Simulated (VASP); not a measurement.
Wanted: the native input for a VASP 6.6.1 run.

```
Task                   : single point
Functional             : PBE
Potentials or basis    : VASP PAW PBE potentials, release 64 (Ba_sv, S)
Cutoff                 : 500 eV
k mesh                 : 8 × 8 × 8
Occupations            : gaussian, width 0.01 eV
Spin                   : no spin polarisation
Dipole correction      : no
Further INCAR settings : ALGO = Normal; EDIFF = 1e-06; NBANDS = 15
```

The structure of BaS lies in POSCAR:

```
BaS
1.0
    0.0000000000      3.1937500000      3.1937500000
    3.1937500000      0.0000000000      3.1937500000
    3.1937500000      3.1937500000      0.0000000000
Ba S
1 1
Direct
    0.0000000000      0.0000000000      0.0000000000
    0.5000000000      0.5000000000      0.5000000000
```

The input as run:

INCAR

```
SYSTEM = BaS
ALGO = Normal ; EDIFF = 1E-6
ENCUT = 500 ; GGA = PE
GGA_COMPAT = .FALSE. ; ISIF = 2
ISMEAR = 0 ; LASPH = .TRUE.
LCHARG = .TRUE. ; LELF = .TRUE.
LREAL = .FALSE. ; LVHAR = .TRUE.
LWAVE = .FALSE. ; NBANDS = 15
NELM = 120 ; PREC = Accurate
SIGMA = 0.01
```

KPOINTS

```
k-points
0
G
  8 8 8
  0 0 0
```

Potentials or basis: VASP PAW PBE potentials, release 64 (Ba_sv, S).

Run with:

```console
$ cat potpaw_PBE.64/Ba_sv/POTCAR potpaw_PBE.64/S/POTCAR > POTCAR
$ mpirun -np 1 vasp_std > vasp.out
```

It gave:

- Pressure: 1.4 GPa
- Band gap on the k mesh: 2.11 eV (least direct gap 2.24 eV)

Caveat: spin-orbit coupling is left out, which moves the levels of the heavy elements.

Wall time 14 s on 1 thread of AMD EPYC 9R45 96-Core Processor (Zen 5) (shared host), peak memory 0.18 GiB.
